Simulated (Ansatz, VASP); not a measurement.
# Al: VASP beside Ansatz

Contents of INCAR:

```
SYSTEM = Al
  PREC = Accurate
  ENCUT = 520
  EDIFF = 1E-6
  ISMEAR = -1
  SIGMA = 0.05
  LREAL = .False.
  LASPH = .True.
  NELM = 100
  ALGO = Fast
  ISIF = 2
  LWAVE = .False.
  LCHARG = .False.
  GGA = CA
  NBANDS = 8
```

File KPOINTS:

```
Automatic mesh
0
Gamma
  12 12 12
  0 0 0
```

The input POSCAR:

```
Al
1.0
   -1.5805390481      1.5805390481      1.5805390481
    1.5805390481     -1.5805390481      1.5805390481
    1.5805390481      1.5805390481     -1.5805390481
Al
1
Direct
    0.0000000000      0.0000000000      0.0000000000
```

Contents of input.yaml:

```yaml
crystal:
  lattice:
    - [-1.5805390481, 1.5805390481, 1.5805390481]
    - [1.5805390481, -1.5805390481, 1.5805390481]
    - [1.5805390481, 1.5805390481, -1.5805390481]
  atoms:
    - { symbol: Al, position: [0.0, 0.0, 0.0] }
kpoints:
  mp_grid: { grid: [12, 12, 12] }
scf:
  occupations: { method: fermi_dirac, width: 0.05 }
hamiltonian:
  xc: lda
  pseudopotentials: { kind: all_electron, lapw: { basis_error: 0.001 } }
output:
  forces: true
  stress: true
  eigenvalues: true
```

Change from the starting cell: volume scaled by 0.98.

Alike in both runs: task single point; functional LDA; k mesh 12 × 12 × 12; occupations fermi-dirac, width 0.05 eV; no spin polarisation.

|  | VASP | Ansatz |
| --- | --- | --- |
| version | VASP 6.6.1 | Ansatz 0.2.0 |
| potentials or method | VASP PAW LDA potentials, release 64 (Al), cutoff 520 eV | all-electron LAPW, scalar-relativistic |

```csv
,VASP,Ansatz,Ansatz less VASP
gap on the k mesh at the Fermi level (eV),none,none,-
pressure (GPa),2.2,2.1,-0.07
```

LDA's correlation is that of Perdew and Zunger in VASP and of Perdew and Wang (1992) in Ansatz. A gap of «none» marks a metal or a gap that the smearing closes. Ansatz ran all-electron here, and VASP with PAW potentials.
